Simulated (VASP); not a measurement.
# C (P-3m1) in VASP: relaxation of cell and atoms with PBE

Aim: the relaxation of cell and atoms of C with PBE.

Program: VASP 6.6.1. These are calculated values, not measurements. Logs are shortened: lines on timing, memory, paths and dates and some standing lists are left out, and cuts for length are marked.

### 1 The cell of the first run

It takes space group P-3m1 (No. 164, trigonal). The conventional cell has a = 2.314 Å, b = 2.314 Å, c = 2.470 Å, α = 90.00°, β = 90.00°, γ = 120.00°. C (site symmetry 3m) has 3 C at 1.52 Å within 2.0 Å.

The cell was generated, and may not be a known phase.

### 2 Relaxation of cell and atoms, PBE

Contents of INCAR:

```
SYSTEM = C
ALGO = Normal
EDIFF = 1E-7
EDIFFG = -0.04
ENCUT = 1300
GGA = PE
GGA_COMPAT = .FALSE.
IBRION = 2
ISIF = 3
ISMEAR = 0
LASPH = .TRUE.
LCHARG = .FALSE.
LREAL = .FALSE.
LWAVE = .FALSE.
NELM = 120
NELMIN = 4
NSW = 90
PREC = Accurate
SIGMA = 0.1
```

Contents of KPOINTS:

```
k-points
0
G
  12 12 8
  0 0 0
```

Contents of POSCAR:

```
C
1.0
    2.3136744700      0.0000000000      0.0000000000
   -1.1568372400      2.0037008700      0.0000000000
    0.0000000000      0.0000000000      2.4702876700
C
2
Direct
    0.6666666700      0.3333333300      0.3532462500
    0.3333333300      0.6666666700      0.6467537500
```

Potentials or basis: VASP PAW PBE potentials, release 64 (C_h).

Started as:

```
$ cat potpaw_PBE.64/C_h/POTCAR > POTCAR
$ mpirun -np 1 vasp_std > vasp.out
```

OUTCAR:

```text
SYSTEM = C
   EDIFF = 1E-7
   EDIFFG = -0.04
   ENCUT = 1300
   GGA = PE
   IBRION = 2
   ISIF = 3
   ISMEAR = 0
   LASPH = .TRUE.
   LREAL = .FALSE.
   NELM = 120
   NELMIN = 4
   NSW = 90
   PREC = Accurate

 ion  position               nearest neighbor table
   1  0.667  0.333  0.353-   2 1.52   2 1.52   2 1.52
   2  0.333  0.667  0.647-   1 1.52   1 1.52   1 1.52

  LATTYP: Found a hexagonal cell.
 ALAT       =     2.3136744700
 C/A-ratio  =     1.0676902486

  Lattice vectors:

 A1 = (   2.3136744700,   0.0000000000,   0.0000000000)
 A2 = (  -1.1568372400,   2.0037008700,   0.0000000000)
 A3 = (   0.0000000000,   0.0000000000,   2.4702876700)

Analysis of symmetry for initial positions (statically):
=====================================================================
 Subroutine PRICEL returns:
 Original cell was already a primitive cell.

 Routine SETGRP: Setting up the symmetry group for a
 hexagonal supercell.

 Subroutine GETGRP returns: Found 12 space group operations
 (whereof 12 operations were pure point group operations)
 out of a pool of 24 trial point group operations.

The static configuration has the point symmetry D_3d.

Analysis of symmetry for dynamics (positions and initial velocities):
=====================================================================
 Subroutine PRICEL returns:
 Original cell was already a primitive cell.

 Routine SETGRP: Setting up the symmetry group for a
 hexagonal supercell.

 Subroutine GETGRP returns: Found 12 space group operations
 (whereof 12 operations were pure point group operations)
 out of a pool of 24 trial point group operations.

The dynamic configuration has the point symmetry D_3d.

 Subroutine INISYM returns: Found 12 space group operations
 (whereof 12 operations are pure point group operations),
 and found     1 'primitive' translations

----------------------------------------------------------------------------------------

                                     Primitive cell

  volume of cell :      11.4520

  direct lattice vectors                    reciprocal lattice vectors
     2.313674470  0.000000000  0.000000000     0.432212921  0.249538247  0.000000000
    -1.156837240  2.003700870  0.000000000     0.000000000  0.499076491  0.000000000
     0.000000000  0.000000000  2.470287670     0.000000000  0.000000000  0.404811153

  length of vectors
     2.313674470  2.313674475  2.470287670     0.499076492  0.499076491  0.404811153

  position of ions in fractional coordinates (direct lattice)
     0.666666670  0.333333330  0.353246250
     0.333333330  0.666666670  0.646753750

  ion indices of the primitive-cell ions
   primitive index   ion index
                 1           1
                 2           2

----------------------------------------------------------------------------------------

 KPOINTS: k-points

Automatic generation of k-mesh.
 Grid dimensions read from file:
 generate k-points for:   12   12    8

 Generating k-lattice:

  Cartesian coordinates                     Fractional coordinates (reciprocal lattice)
     0.036017743  0.020794854  0.000000000     0.083333333 -0.000000000  0.000000000
     0.000000000  0.041589708  0.000000000     0.000000000  0.083333333  0.000000000
     0.000000000  0.000000000  0.050601394     0.000000000  0.000000000  0.125000000

  Length of vectors
     0.041589708  0.041589708  0.050601394

  Shift w.r.t. Gamma in fractional coordinates (k-lattice)
     0.000000000  0.000000000  0.000000000

 Subroutine IBZKPT returns following result:
 ===========================================

 Found    131 irreducible k-points:

 Following reciprocal coordinates:
            Coordinates               Weight
  0.000000  0.000000  0.000000      1.000000
  0.083333 -0.000000  0.000000      6.000000
  0.166667 -0.000000  0.000000      6.000000
  0.250000 -0.000000  0.000000      6.000000
  0.333333  0.000000  0.000000      6.000000
  0.416667 -0.000000  0.000000      6.000000
[... 16 lines left out ...]
  0.166667 -0.000000  0.125000      6.000000
  0.000000  0.166667  0.125000      6.000000
 [... further k-points ...]
   k-points           NKPTS =    131   k-points in BZ     NKDIM =    131   number of bands    NBANDS=      8
   number of dos      NEDOS =    301   number of ions     NIONS =      2
   total plane-waves  NPLWV =  23520
   dimension x,y,z NGX =    28 NGY =   28 NGZ =   30
   dimension x,y,z NGXF=    56 NGYF=   56 NGZF=   60
   ions per type =               2
   NGX,Y,Z   is equivalent  to a cutoff of  20.12, 20.12, 20.19 a.u.
   NGXF,Y,Z  is equivalent  to a cutoff of  40.24, 40.24, 40.38 a.u.
 SYSTEM =  C
   PREC   = accura    normal or accurate (medium, high low for compatibility)
   ISTART =      0    job   : 0-new  1-cont  2-samecut
   ICHARG =      2    charge: 1-file 2-atom 10-const
   ISPIN  =      1    spin polarized calculation?
   LNONCOLLINEAR =      F non collinear calculations
   LSORBIT =      F    spin-orbit coupling
   LASPH  =      T    aspherical Exc in radial PAW
   ENCUT  = 1300.0 eV  95.55 Ry    9.77 a.u.   6.80  6.80  7.26*2*pi/ulx,y,z
   NELM   =    120;   NELMIN=  4; NELMDL= -5     # of ELM steps
   EDIFF  = 0.1E-06   stopping-criterion for ELM
   LREAL  =      F    real-space projection
   EDIFFG = -.4E-01   stopping-criterion for IOM
   NSW    =     90    number of steps for IOM
   IBRION =      2    ionic relax: 0-MD 1-quasi-New 2-CG
   NFREE  =      1    steps in history (QN), initial steepest desc. (CG)
   ISIF   =      3    stress and relaxation
   ISYM   =      2    0-nonsym 1-usesym 2-fastsym
   POTIM  = 0.5000    time-step for ionic-motion
   TEBEG  =    0.0;   TEEND  =   0.0 temperature during run
   PSTRESS=    0.0 pullay stress
   NELECT =       8.0000    total number of electrons
   NUPDOWN=      -1.0000    fix difference up-down
   EMIN   =  10.00;   EMAX   =-10.00  energy-range for DOS
   EFERMI =   0.00;   METHOD = LEGACY
   ISMEAR =     0;   SIGMA  =   0.10  broadening in eV -4-tet -1-fermi 0-gaus
   EFERMI_NEDOS =   21; number of points for ismear=-14 and -15
   IALGO  =     38    algorithm
   IMIX   =      4    mixing-type and parameters
     AMIX     =   0.40;   BMIX     =  1.00
     AMIX_MAG =   1.60;   BMIX_MAG =  1.00
  volume/ion in A,a.u.               =       5.73        38.64
  Fermi-wavevector in a.u.,A,eV,Ry     =   1.452593  2.745003 28.708651  2.110026
  Thomas-Fermi vector in A             =   2.569957
   LORBIT       =      0    0 simple, 1 ext, 2 COOP (PROOUT), +10 PAW based schemes
   GGA     = PE    functional components
   LHFCALC =     F    Hartree Fock is set to
   AEXX    =    0.0000 exact exchange contribution
   IVDW    =     0    specifies the selected vdW correction
   LEPSILON=     F    determine dielectric tensor
   LRPA    =     F    only Hartree local field effects (RPA)
 conjugate gradient relaxation of ions
 non-spin polarized calculation
 Gauss-broadening in eV      SIGMA  =   0.10
  energy-cutoff  :     1300.00
  volume of cell :       11.45
 maximum number of plane-waves:      1248
   NGX = 13   NGY = 13   NGZ = 15

--------------------------------------- Ionic step        1  -------------------------------------------

 number of electron       8.0000000 magnetization

 Free energy of the ion-electron system (eV)
  ---------------------------------------------------
  ext. energy  EPLUGINS =         0.00000000
  ---------------------------------------------------
  free energy    TOTEN  =       -13.49368234 eV

  energy without entropy =      -13.48854229  energy(sigma->0) =      -13.49111231

 E-fermi :  10.7483     XC(G=0): -13.5809

 val. band max:       10.7454792912   @ k =   0.1667  -0.0000   0.3750
 cond. band min:      10.7523721179   @ k =   0.0000   0.0833   0.2500
 fundamental gap:      0.0068928267
 Fermi energy:        10.7482531838

 k-point     1 :       0.0000    0.0000    0.0000
  band No.  band energies     occupation
      1     -10.7825      2.00000
      2       8.8402      2.00000
      3      10.0911      2.00000
      4      11.1267      0.00000
      5      11.1267      0.00000
      6      19.4834      0.00000
      7      19.4834      0.00000
      8      25.2683      0.00000
[... 354 lines left out ...]
  FREE ENERGIE OF THE ION-ELECTRON SYSTEM (eV)
  ---------------------------------------------------
  free  energy   TOTEN  =       -16.7915024708 eV

  energy  without entropy=      -16.7903086144  energy(sigma->0) =      -16.79090554

[... ionic steps 4 to 11 ...]

--------------------------------------- Ionic step       12  -------------------------------------------

 number of electron       8.0000000 magnetization

------------------------ aborting loop because EDIFF is reached ----------------------------------------

  FORCE on cell =-STRESS in cart. coord.  units (eV):
  Direction    XX          YY          ZZ          XY          YZ          ZX
  --------------------------------------------------------------------------------------
  -------------------------------------------------------------------------------------
  Total       -0.5381860     -0.5381860      0.0030653      0.0000000      0.0000000      0.0000000
  in kB      -45.7399934    -45.7399935      0.2605165      0.0000001      0.0000000      0.0000000
  external PRESSURE =     -30.4064901 kB  Pullay stress =       0.0000000 kB
[... 330 lines left out ...]
  energy  without entropy=      -18.4279174972  energy(sigma->0) =      -18.42811341

--------------------------------------- Ionic step       14  -------------------------------------------

 number of electron       8.0000000 magnetization

 Free energy of the ion-electron system (eV)
  ---------------------------------------------------
  ext. energy  EPLUGINS =         0.00000000
  ---------------------------------------------------
  free energy    TOTEN  =       -18.43619709 eV

  energy without entropy =      -18.43580528  energy(sigma->0) =      -18.43600119

 E-fermi :   4.9390     XC(G=0):  -9.9886

 val. band max:        4.9389751478   @ k =   0.3333   0.3333   0.2500
 cond. band min:       5.2869204354   @ k =   0.3333   0.3333   0.1250
 fundamental gap:      0.3479452876
 Fermi energy:         4.9389752501

 k-point     1 :       0.0000    0.0000    0.0000
  band No.  band energies     occupation
      1     -14.6792      2.00000
      2      -1.9017      2.00000
      3       1.8906      2.00000
      4       1.8906      2.00000
      5       8.7946      0.00000
      6      13.2426      0.00000
      7      13.2426      0.00000
      8      16.5330      0.00000
[... 282 lines left out ...]
  FREE ENERGIE OF THE ION-ELECTRON SYSTEM (eV)
  ---------------------------------------------------
  free  energy   TOTEN  =       -18.4361970931 eV

  energy  without entropy=      -18.4358052807  energy(sigma->0) =      -18.43600119

 reached required accuracy - stopping structural energy minimisation
```

Wall time 4.5 min (1 thread of AMD EPYC 7R43 (Zen 3), shared host); peak memory 0.14 GiB.

What came out:

* Free energy: -18.4362 eV
* Relaxed volume: 9.36 Å³/atom
* Relaxed cell: a = 2.465 Å, b = 2.465 Å, c = 3.555 Å, α = 90.00°, β = 90.00°, γ = 120.00°
* Space group after relaxing (to 0.1 Å): P6/mmm (No. 191)
* Energy gained by relaxing: 2471.3 meV/atom
* Ionic steps: 14
* Pressure after relaxing: 0.0 GPa
* Largest force after relaxing: 0.014 eV/Å
* Band gap on the k mesh: zero (bands 4 and 5 overlap by 0.95 eV)

Forces in eV/Å, atoms in the order of the input:
```
C    0.000  0.000 -0.014
C    0.000  0.000  0.014
```

The path:
```
step  energy change (eV)  largest force (eV/Å)  pressure (GPa)  volume (Å³)
   1              0.0000                6.7614           46.58        11.45
   2             -3.1502                0.9919          -39.36        14.24
   3             -3.2978                2.5359          -27.26        13.81
   4             -2.9540                6.2154           16.23        13.00
   5             -3.8705                1.5653           -6.95        13.46
   6             -4.1715                0.2181           72.68        12.79
   7             -4.2875                0.6419           41.40        13.03
   8             -4.7069                1.0629           12.08        15.19
   9             -4.7274                2.0660            0.48        16.42
  10             -4.9328                0.4080           -2.41        18.36
  11             -4.9404                0.0235           -2.99        18.80
  12             -4.9404                0.0177           -3.04        18.85
  13             -4.9346                0.0063            6.05        18.44
  14             -4.9425                0.0138           -0.04        18.71
```

Final structure:
```cif
data_structure
_symmetry_space_group_name_H-M 'P 1'
_symmetry_Int_Tables_number 1
_cell_length_a 2.4650
_cell_length_b 2.4650
_cell_length_c 3.5555
_cell_angle_alpha 90.000
_cell_angle_beta 90.000
_cell_angle_gamma 120.000
_cell_volume 18.71
loop_
_atom_site_label
_atom_site_type_symbol
_atom_site_fract_x
_atom_site_fract_y
_atom_site_fract_z
_atom_site_occupancy
C1 C 0.66667 0.33333 0.50012 1
C2 C 0.33333 0.66667 0.49988 1
```

Caveat: the volume moved by over 15 % at a fixed basis, so the end points are rough; this functional lacks dispersion, which binds layers or chains, so the pressure and a relaxed spacing across them are unreliable.

The gap in the log of VASP goes by the Fermi energy; the results here count the filled bands.